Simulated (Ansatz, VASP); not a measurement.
One calculation of Sc2Ga4S, two programs

```
Sc Ga S
1.0
     4.10000    0.00000    0.00000
     0.00000    4.10000    0.00000
     0.00000    0.00000    7.60000
Sc Ga S
2 4 1
Direct
  0.00000 0.00000 0.50000
  0.00000 0.00000 0.00000
  0.00000 0.50000 0.73000
  0.50000 0.00000 0.73000
  0.00000 0.50000 0.27000
  0.50000 0.00000 0.27000
  0.50000 0.50000 0.00000
```

Change from the starting cell: built by hand: ordered-vacancy AuCu3 derivative (P4/mmm, No. 123).

Alike in both runs: task relaxation of cell and atoms; functional PBE; k mesh 4 × 4 × 2; occupations gaussian, width 0.2 eV; no spin polarisation.

|  | VASP | Ansatz |
| --- | --- | --- |
| version | VASP 6.6.1 | Ansatz 0.2.0 |
| potentials or method | VASP PAW PBE potentials, release 64 (Sc_sv, Ga_d, S), cutoff 600 eV | scalar-relativistic, plane waves, PAW |
| valence electrons in the cell | 80 | 80 |

```tsv
	VASP	Ansatz	Ansatz less VASP
gap on the k mesh at the Fermi level, each at its own relaxed structure (eV)	none	none	-
relaxed volume (Å³/atom)	19.39	19.03	-0.366
relaxed length of the cell vector where the two differ most in proportion (Å)	9.445	8.777	-0.6688
```

A gap of «none» marks a metal or a gap that the smearing closes. One of these differences is far larger than is usual between the two programs; its cause wasn't traced.

The k mesh is coarse, so the values compare programs but aren't converged.
